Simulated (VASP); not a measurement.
Wanted: the native input for a VASP 6.6.1 run.

| Quantity | Value |
| --- | --- |
| Task | single point |
| Functional | HSE06 |
| Potentials or basis | VASP PAW PBE potentials, release 64 (Tl_d, Br) |
| Cutoff | 400 eV |
| k mesh | 4 × 4 × 4 |
| Occupations | gaussian, width 0.01 eV |
| Spin | no spin polarisation |
| Dipole correction | no |
| Grid for exact exchange (PRECFOCK) | Normal |
| Further INCAR settings | ALGO = Normal; EDIFF = 1e-06; NBANDS = 17 |
| Share of exact exchange | 0.25 |
| Screening parameter | 0.2079 1/Å |

The system is TlBr.

```xyz
2
Lattice="3.9462 0.0000 0.0000 0.0000 3.9462 0.0000 0.0000 0.0000 3.9462" Properties=species:S:1:pos:R:3 pbc="T T T"
Tl    0.0000    0.0000    0.0000
Br    1.9731    1.9731    1.9731
```

The input as run:

POSCAR

```
TlBr
1.0
    3.9461933165      0.0000000000      0.0000000000
    0.0000000000      3.9461933165      0.0000000000
    0.0000000000      0.0000000000      3.9461933165
Tl Br
1 1
Direct
    0.0000000000      0.0000000000      0.0000000000
    0.5000000000      0.5000000000      0.5000000000
```

INCAR.step1

```
PREC = Accurate
ENCUT = 400
EDIFF = 1E-5
ISMEAR = 0
SIGMA = 0.01
LREAL = False
LASPH = True
NELM = 120
ALGO = Normal
ISIF = 2
LWAVE = True
LCHARG = False
GGA = PE
NBANDS = 17
GGA_COMPAT = False
```

INCAR.step2

```
PREC = Accurate
ENCUT = 400
EDIFF = 1E-6
ISMEAR = 0
SIGMA = 0.01
LREAL = False
LASPH = True
NELM = 120
ALGO = Normal
ISIF = 2
LWAVE = False
LCHARG = False
GGA = PE
LHFCALC = True
HFSCREEN = 0.2079
PRECFOCK = Normal
ISTART = 1
NBANDS = 17
GGA_COMPAT = False
```

KPOINTS

```
Automatic mesh
0
Gamma
  4 4 4
```

Potentials or basis: VASP PAW PBE potentials, release 64 (Tl_d, Br).

Run with:

```sh
$ cat potpaw_PBE.64/Tl_d/POTCAR potpaw_PBE.64/Br/POTCAR > POTCAR
$ cp INCAR.step1 INCAR
$ mpirun -np 1 vasp_std > vasp.out
$ cp INCAR.step2 INCAR
$ mpirun -np 1 vasp_std > vasp.out
```

It gave:

The pressure is 1.6 GPa. The band gap on the k mesh is 2.47 eV.

Caveat: the PAW data sets were made with another functional, which shifts forces and pressure a little; spin-orbit coupling is left out, which moves the levels of the heavy elements.

Run time: 5.9 min on 1 thread of Intel(R) Xeon(R) Platinum 8488C (Sapphire Rapids), with other jobs on the host, peak memory 0.26 GiB.
